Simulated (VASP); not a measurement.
# TlCdAs (P4/mmm) in VASP: single point with PBE

Aim: the single point of TlCdAs with PBE.

Everything below comes from runs of VASP 6.6.1. Logs are shortened: lines on timing, memory, paths and dates and some standing lists are left out, and cuts for length are marked.

### 1 The cell of the first run

The structure is tetragonal, space group P4/mmm (No. 123). The conventional cell has a = 4.295 Å, b = 4.295 Å, c = 4.491 Å, α = 90.00°, β = 90.00°, γ = 90.00°. Within 3.0 Å of Tl (site symmetry 4/mmm) lie 2 As at 2.25 Å. Cd (site symmetry 4/mmm) has 4 As at 3.04 Å and 8 Tl at 3.78 Å within 4.0 Å. Within 3.0 Å of As (site symmetry 4/mmm) lie 2 Tl at 2.25 Å.

### 2 Single point, PBE

Contents of INCAR:

```
SYSTEM = TlCdAs
  PREC = Accurate
  ENCUT = 520
  EDIFF = 1E-6
  ISMEAR = 0
  SIGMA = 0.1
  LREAL = .FALSE.
  LASPH = .TRUE.
  NELM = 100
  ALGO = Fast
  ISIF = 2
  LWAVE = .FALSE.
  LCHARG = .FALSE.
  GGA = PE
  NBANDS = 22
```

Contents of KPOINTS:

```
Automatic mesh
0
G
  4 4 4
  0 0 0
```

Contents of POSCAR:

```
TlCdAs
1.0
    4.2953520000      0.0000000000      0.0000000000
    0.0000000000      4.2953520000      0.0000000000
    0.0000000000      0.0000000000      4.4910640500
Tl Cd As
1 1 1
Direct
    0.0000000000      0.0000000000      0.5000000000
    0.5000000000      0.5000000000      0.0000000000
    0.0000000000      0.0000000000      0.0000000000
```

Potentials or basis: VASP PAW PBE potentials, release 64 (Tl_d, Cd, As).

Launch:

```bash
cat potpaw_PBE.64/Tl_d/POTCAR potpaw_PBE.64/Cd/POTCAR potpaw_PBE.64/As/POTCAR > POTCAR
mpirun -np 1 vasp_std > vasp.out
```

OUTCAR:

```text
SYSTEM = TlCdAs
   PREC = Accurate
   ENCUT = 520
   EDIFF = 1E-6
   ISMEAR = 0
   LREAL = .FALSE.
   LASPH = .TRUE.
   NELM = 100
   ISIF = 2
   GGA = PE

 ion  position               nearest neighbor table
   1  0.000  0.000  0.500-   3 2.25   3 2.25   2 3.78   2 3.78   2 3.78   2 3.78   2 3.78   2 3.78
                             2 3.78   2 3.78
   2  0.500  0.500  0.000-   3 3.04   3 3.04   3 3.04   3 3.04   1 3.78   1 3.78   1 3.78   1 3.78
                             1 3.78   1 3.78   1 3.78   1 3.78
   3  0.000  0.000  0.000-   1 2.25   1 2.25   2 3.04   2 3.04   2 3.04   2 3.04

  LATTYP: Found a simple tetragonal cell.
 ALAT       =     4.2953520000
 C/A-ratio  =     1.0455636814

  Lattice vectors:

 A1 = (   4.2953520000,   0.0000000000,   0.0000000000)
 A2 = (   0.0000000000,   4.2953520000,   0.0000000000)
 A3 = (   0.0000000000,   0.0000000000,   4.4910640500)

Analysis of symmetry for initial positions (statically):
=====================================================================
 Subroutine PRICEL returns:
 Original cell was already a primitive cell.

 Routine SETGRP: Setting up the symmetry group for a
 simple tetragonal supercell.

 Subroutine GETGRP returns: Found 16 space group operations
 (whereof 16 operations were pure point group operations)
 out of a pool of 16 trial point group operations.

The static configuration has the point symmetry D_4h.

Analysis of symmetry for dynamics (positions and initial velocities):
=====================================================================
 Subroutine PRICEL returns:
 Original cell was already a primitive cell.

 Routine SETGRP: Setting up the symmetry group for a
 simple tetragonal supercell.

 Subroutine GETGRP returns: Found 16 space group operations
 (whereof 16 operations were pure point group operations)
 out of a pool of 16 trial point group operations.

The dynamic configuration has the point symmetry D_4h.

 Subroutine INISYM returns: Found 16 space group operations
 (whereof 16 operations are pure point group operations),
 and found     1 'primitive' translations

----------------------------------------------------------------------------------------

                                     Primitive cell

  volume of cell :      82.8604

  direct lattice vectors                    reciprocal lattice vectors
     4.295352000  0.000000000  0.000000000     0.232809791  0.000000000  0.000000000
     0.000000000  4.295352000  0.000000000     0.000000000  0.232809791  0.000000000
     0.000000000  0.000000000  4.491064050     0.000000000  0.000000000  0.222664382

  length of vectors
     4.295352000  4.295352000  4.491064050     0.232809791  0.232809791  0.222664382

  position of ions in fractional coordinates (direct lattice)
     0.000000000  0.000000000  0.500000000
     0.500000000  0.500000000  0.000000000
     0.000000000  0.000000000  0.000000000

  ion indices of the primitive-cell ions
   primitive index   ion index
                 1           1
                 2           2
                 3           3

----------------------------------------------------------------------------------------

 KPOINTS: Automatic mesh

Automatic generation of k-mesh.
 Grid dimensions read from file:
 generate k-points for:    4    4    4

 Generating k-lattice:

  Cartesian coordinates                     Fractional coordinates (reciprocal lattice)
     0.058202448  0.000000000  0.000000000     0.250000000  0.000000000  0.000000000
     0.000000000  0.058202448  0.000000000     0.000000000  0.250000000  0.000000000
     0.000000000  0.000000000  0.055666095     0.000000000  0.000000000  0.250000000

  Length of vectors
     0.058202448  0.058202448  0.055666095

  Shift w.r.t. Gamma in fractional coordinates (k-lattice)
     0.000000000  0.000000000  0.000000000

 Subroutine IBZKPT returns following result:
 ===========================================

 Found     18 irreducible k-points:

 Following reciprocal coordinates:
            Coordinates               Weight
  0.000000  0.000000  0.000000      1.000000
  0.250000  0.000000  0.000000      4.000000
  0.500000  0.000000  0.000000      2.000000
  0.250000  0.250000  0.000000      4.000000
  0.500000  0.250000  0.000000      4.000000
  0.500000  0.500000  0.000000      1.000000
[... 10 lines left out ...]
  0.500000  0.250000  0.500000      4.000000
  0.500000  0.500000  0.500000      1.000000
   k-points           NKPTS =     18   k-points in BZ     NKDIM =     18   number of bands    NBANDS=     22
   number of dos      NEDOS =    301   number of ions     NIONS =      3
   total plane-waves  NPLWV =  36864
   dimension x,y,z NGX =    32 NGY =   32 NGZ =   36
   dimension x,y,z NGXF=    64 NGYF=   64 NGZF=   72
   ions per type =               1   1   1
   NGX,Y,Z   is equivalent  to a cutoff of  12.39, 12.39, 13.33 a.u.
   NGXF,Y,Z  is equivalent  to a cutoff of  24.77, 24.77, 26.65 a.u.
 SYSTEM =  TlCdAs
   PREC   = accura    normal or accurate (medium, high low for compatibility)
   ISTART =      0    job   : 0-new  1-cont  2-samecut
   ICHARG =      2    charge: 1-file 2-atom 10-const
   ISPIN  =      1    spin polarized calculation?
   LNONCOLLINEAR =      F non collinear calculations
   LSORBIT =      F    spin-orbit coupling
   LASPH  =      T    aspherical Exc in radial PAW
   ENCUT  =  520.0 eV  38.22 Ry    6.18 a.u.   7.99  7.99  8.35*2*pi/ulx,y,z
   NELM   =    100;   NELMIN=  2; NELMDL= -5     # of ELM steps
   EDIFF  = 0.1E-05   stopping-criterion for ELM
   LREAL  =      F    real-space projection
   EDIFFG = 0.1E-04   stopping-criterion for IOM
   NSW    =      0    number of steps for IOM
   IBRION =     -1    ionic relax: 0-MD 1-quasi-New 2-CG
   NFREE  =      0    steps in history (QN), initial steepest desc. (CG)
   ISIF   =      2    stress and relaxation
   ISYM   =      2    0-nonsym 1-usesym 2-fastsym
   POTIM  = 0.5000    time-step for ionic-motion
   TEBEG  =    0.0;   TEEND  =   0.0 temperature during run
   PSTRESS=    0.0 pullay stress
   NELECT =      30.0000    total number of electrons
   NUPDOWN=      -1.0000    fix difference up-down
   EMIN   =  10.00;   EMAX   =-10.00  energy-range for DOS
   EFERMI =   0.00;   METHOD = LEGACY
   ISMEAR =     0;   SIGMA  =   0.10  broadening in eV -4-tet -1-fermi 0-gaus
   EFERMI_NEDOS =   21; number of points for ismear=-14 and -15
   IALGO  =     68    algorithm
   IMIX   =      4    mixing-type and parameters
     AMIX     =   0.40;   BMIX     =  1.00
     AMIX_MAG =   1.60;   BMIX_MAG =  1.00
  volume/ion in A,a.u.               =      27.62       186.39
  Fermi-wavevector in a.u.,A,eV,Ry     =   1.166809  2.204949 18.523550  1.361443
  Thomas-Fermi vector in A             =   2.303317
   LORBIT       =      0    0 simple, 1 ext, 2 COOP (PROOUT), +10 PAW based schemes
   GGA     = PE    functional components
   LHFCALC =     F    Hartree Fock is set to
   AEXX    =    0.0000 exact exchange contribution
   IVDW    =     0    specifies the selected vdW correction
   LEPSILON=     F    determine dielectric tensor
   LRPA    =     F    only Hartree local field effects (RPA)
 non-spin polarized calculation
 RMM-DIIS sequential band-by-band and
 Gauss-broadening in eV      SIGMA  =   0.10
  energy-cutoff  :      520.00
  volume of cell :       82.86
 maximum number of plane-waves:      2260
 NGX is ok and might be reduce to    32
   NGX = 15   NGY = 15   NGZ = 17

 number of electron      30.0000009 magnetization

 Free energy of the ion-electron system (eV)
  ---------------------------------------------------
  ext. energy  EPLUGINS =         0.00000000
  ---------------------------------------------------
  free energy    TOTEN  =        -4.48174369 eV

  energy without entropy =       -4.46952219  energy(sigma->0) =       -4.47563294

 E-fermi :   4.3399     XC(G=0):  -9.4875

 val. band max:        4.2639357107   @ k =   0.2500   0.0000   0.0000
 cond. band min:       4.3475623012   @ k =   0.5000   0.2500   0.5000
 fundamental gap:      0.0836265905
 Fermi energy:         4.3399202415

 k-point     1 :       0.0000    0.0000    0.0000
  band No.  band energies     occupation
      1     -11.4928      2.00000
      2      -8.8711      2.00000
      3      -8.8711      2.00000
      4      -8.4784      2.00000
      5      -8.4011      2.00000
      6      -7.0517      2.00000
[... 14 lines left out ...]
     21      11.6336      0.00000
     22      11.6336      0.00000

 k-point     2 :       0.2500    0.0000    0.0000
  band No.  band energies     occupation
      1     -11.4568      2.00000
      2      -8.8833      2.00000
      3      -8.8687      2.00000
      4      -8.4523      2.00000
      5      -8.4116      2.00000
      6      -6.8595      2.00000
[... 14 lines left out ...]
     21      10.0454      0.00000
     22      10.6849      0.00000

 k-point     3 :       0.5000    0.0000    0.0000
  band No.  band energies     occupation
      1     -11.4206      2.00000
      2      -8.8955      2.00000
      3      -8.8662      2.00000
      4      -8.4276      2.00000
      5      -8.4220      2.00000
      6      -6.6163      2.00000
[... 14 lines left out ...]
     21      10.2957      0.00000
     22      13.2834      0.00000

 k-point     4 :       0.2500    0.2500    0.0000
  band No.  band energies     occupation
      1     -11.4334      2.00000
      2      -8.8835      2.00000
      3      -8.8811      2.00000
      4      -8.4258      2.00000
      5      -8.4235      2.00000
      6      -6.7232      2.00000
[... 14 lines left out ...]
     21      10.3434      0.00000
     22      11.6454      0.00000

 k-point     5 :       0.5000    0.2500    0.0000
  band No.  band energies     occupation
      1     -11.4099      2.00000
      2      -8.8958      2.00000
      3      -8.8813      2.00000
      4      -8.4399      2.00000
      5      -8.3961      2.00000
      6      -6.5719      2.00000
[... 267 lines left out ...]
 k-point    16 :       0.2500    0.2500    0.5000
  band No.  band energies     occupation
      1     -10.1959      2.00000
      2      -9.0140      2.00000
      3      -9.0027      2.00000
      4      -8.4230      2.00000
      5      -8.4205      2.00000
      6      -8.0816      2.00000
[... 14 lines left out ...]
     21      10.8652      0.00000
     22      11.8381      0.00000

 k-point    17 :       0.5000    0.2500    0.5000
  band No.  band energies     occupation
      1     -10.1938      2.00000
      2      -9.0294      2.00000
      3      -9.0044      2.00000
      4      -8.4359      2.00000
      5      -8.3938      2.00000
      6      -7.9919      2.00000
[... 14 lines left out ...]
     21      11.2904      0.00000
     22      12.0892      0.00000

 k-point    18 :       0.5000    0.5000    0.5000
  band No.  band energies     occupation
      1     -10.1913      2.00000
      2      -9.0219      2.00000
      3      -9.0219      2.00000
      4      -8.4490      2.00000
      5      -8.3648      2.00000
      6      -7.9886      2.00000
[... 14 lines left out ...]
     21      12.3350      0.00000
     22      12.4007      0.00000

------------------------ aborting loop because EDIFF is reached ----------------------------------------

  FORCE on cell =-STRESS in cart. coord.  units (eV):
  Direction    XX          YY          ZZ          XY          YZ          ZX
  --------------------------------------------------------------------------------------
  -------------------------------------------------------------------------------------
  Total       -0.1833206     -0.1833206     23.6354510      0.0000000      0.0000000      0.0000000
  in kB       -3.5446633     -3.5446633    457.0121088      0.0000000      0.0000000      0.0000000
  external PRESSURE =     149.9742607 kB  Pullay stress =       0.0000000 kB

 VOLUME and BASIS-vectors are now :
 -----------------------------------------------------------------------------
  energy-cutoff  :      520.00
  volume of cell :       82.86
      direct lattice vectors                 reciprocal lattice vectors
     4.295352000  0.000000000  0.000000000     0.232809791  0.000000000  0.000000000
     0.000000000  4.295352000  0.000000000     0.000000000  0.232809791  0.000000000
     0.000000000  0.000000000  4.491064050     0.000000000  0.000000000  0.222664382

 POSITION                                       TOTAL-FORCE (eV/Angst)
 -----------------------------------------------------------------------------------
      0.00000      0.00000      2.24553         0.000000      0.000000      0.000000
      2.14768      2.14768      0.00000         0.000000      0.000000      0.000000
      0.00000      0.00000      0.00000         0.000000      0.000000      0.000000
 -----------------------------------------------------------------------------------
    total drift:                                0.000000     -0.000000     -0.000000

  FREE ENERGIE OF THE ION-ELECTRON SYSTEM (eV)
  ---------------------------------------------------
  free  energy   TOTEN  =        -4.4817436893 eV

  energy  without entropy=       -4.4695221857  energy(sigma->0) =       -4.47563294
```

It took 20 s on 1 thread of Intel Xeon Platinum 8259CL at 2.50GHz (Skylake/Cascade Lake), shared host; peak memory 0.2 GiB.

What came out:

```
Free energy            : -4.4817 eV
Pressure               : 15.0 GPa
Band gap on the k mesh : zero (band 15 reaches 4.89 eV, above the bottom of band 16 at 1.93 eV)
```

Caveat: the k points lie up to 0.37 Å⁻¹ apart; spin-orbit coupling is left out, which moves the levels of the heavy elements.
